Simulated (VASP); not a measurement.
Runs of VASP 6.6.1 on TaF3. The structure is that of space group Pm-3m (No. 221), or close to it. The cells are those of the table. 

```csv
cell,gap on the mesh (eV),pressure (GPa)
"a = 3.960, b = 3.960, c = 4.018 Å, 4 atoms",none,14.7
"a = 4.018, b = 4.018, c = 3.843 Å, 4 atoms",none,(a)
"a = 4.018, b = 4.018, c = 3.960 Å, 4 atoms",none,12.3
"a = 4.018, b = 4.018, c = 3.901 Å, 4 atoms",none,15.0
```

Alike in all rows: task single point; level PBE; potentials or basis VASP PAW PBE potentials, release 64 (Ta_pv, F); no spin polarisation; k mesh 12 × 12 × 12; cutoff (eV) 520; smearing gaussian 0.15 eV.

Task: Estimate the missing entries.

Result: (a) 18.1.

Caveats: spin-orbit coupling is left out, which moves the levels of the heavy elements; the stress differs along the axes, from 11 to 16 GPa (at least some runs); the stress differs along the axes, from 12 to 30 GPa (at least some runs); the stress differs along the axes, from 11 to 22 GPa (at least some runs).

A k mesh can miss the band edges, and the runs leave out spin-orbit coupling on Ta.

A gap of «none» marks levels without a gap at the run's occupations.
